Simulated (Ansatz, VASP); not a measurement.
## Ge in VASP and in Ansatz

```
Ge
1.0
    -2.49590    2.65086    1.43695
     2.49590   -2.65086    1.43695
     2.49590    2.65086   -1.43695
Ge
2
Direct
  0.68594 0.93594 0.75000
  0.31406 0.06406 0.25000
```

Alike in both runs: task single point; functional LDA; k mesh 15 × 15 × 15; occupations fermi-dirac, width 0.03 eV; no spin polarisation.

```csv
,VASP,Ansatz
version,VASP 6.6.1,Ansatz 0.2.0
potentials or method,"VASP PAW LDA potentials, release 64 (Ge_d), cutoff 520 eV","all-electron LAPW, non-relativistic"
```

```tsv
	VASP	Ansatz	Ansatz less VASP
pressure (GPa)	-4.3	-4.4	-0.14
traceless stress, the component that is largest in VASP (GPa)	-0.50	-1.02	-0.525
rms of the force components (eV/Å)	0.029	0.044	+0.0154
```

LDA's correlation is that of Perdew and Zunger in VASP and of Perdew and Wang (1992) in Ansatz. Atom by atom the forces differ by 0.015 eV/Å (rms over components). Ansatz ran all-electron here, and VASP with PAW potentials.
